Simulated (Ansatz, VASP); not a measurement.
**CdTe in VASP and in Ansatz**

INCAR

```
SYSTEM = CdTe
  ALGO = Normal
  EDIFF = 1E-6
  ENCUT = 520
  GGA_COMPAT = .FALSE.
  ISIF = 2
  ISMEAR = -1
  LASPH = .TRUE.
  LCHARG = .FALSE.
  LORBIT = 11
  LORBMOM = .TRUE.
  LREAL = .FALSE.
  LSORBIT = .TRUE.
  LWAVE = .FALSE.
  MAGMOM = 0 0 0 0 0 0
  NBANDS = 30
  NELM = 150
  PREC = Accurate
  SIGMA = 0.05
```

KPOINTS

```
k-points
0
G
  7 7 7
  0 0 0
```

File POSCAR:

```
CdTe
1.0
    0.0000000000      3.2050000000      3.2050000000
    3.2050000000      0.0000000000      3.2050000000
    3.2050000000      3.2050000000      0.0000000000
Te Cd
1 1
Direct
    0.7500000000      0.7500000000      0.7500000000
    0.0000000000      0.0000000000      0.0000000000
```

Contents of input.yaml:

```yaml
crystal:
  lattice:
    - [0.0, 3.205, 3.205]
    - [3.205, 0.0, 3.205]
    - [3.205, 3.205, 0.0]
  atoms:
    - { symbol: Te, position: [0.75, 0.75, 0.75] }
    - { symbol: Cd, position: [0.0, 0.0, 0.0] }
hamiltonian:
  xc: lda
  pseudopotentials: { kind: paw_fr }
magnetization:
  noncollinear: true
  spin_orbit: true
kpoints:
  mp_grid: { grid: [7, 7, 7] }
  band_path:
    path:
      - [[0.0, 0.0, 0.0], [0.5, 0.0, 0.5], [0.5, 0.25, 0.75], [0.375, 0.375, 0.75], [0.0, 0.0, 0.0], [0.5, 0.5, 0.5], [0.625, 0.25, 0.625], [0.5, 0.25, 0.75], [0.5, 0.5, 0.5], [0.375, 0.375, 0.75]]
      - [[0.625, 0.25, 0.625], [0.5, 0.0, 0.5]]
    npoints: 14
scf:
  occupations: { method: fermi_dirac, width: 0.05 }
  n_extra_bands: 6
output:
  forces: true
  stress: true
  eigenvalues: true
  fatbands: true
```

Alike in both runs: functional LDA; k mesh 7 × 7 × 7; occupations fermi-dirac, width 0.05 eV; non-collinear spin, spin-orbit coupling.

|  | VASP | Ansatz |
| --- | --- | --- |
| version | VASP 6.6.1 | Ansatz 0.2.0 |
| potentials or method | VASP PAW LDA potentials, release 64 (Te, Cd) | Ansatz PAW |
| plane-wave cutoff (eV) | 520 | 420 |
| valence electrons in the cell | 18 | 36 |
| task | single point | band structure |

|  | VASP | Ansatz | Ansatz less VASP |
| --- | --- | --- | --- |
| pressure (GPa) | 0.3 | 0.0 | -0.30 |
| net moment per atom (μB) | 0.00 | 0.00 | 0.000 |

LDA's correlation is that of Perdew and Zunger in VASP and of Perdew and Wang (1992) in Ansatz. VASP's potentials hold 18 valence electrons a cell and Ansatz's 36, so a difference there can come from the potentials and not from the codes.
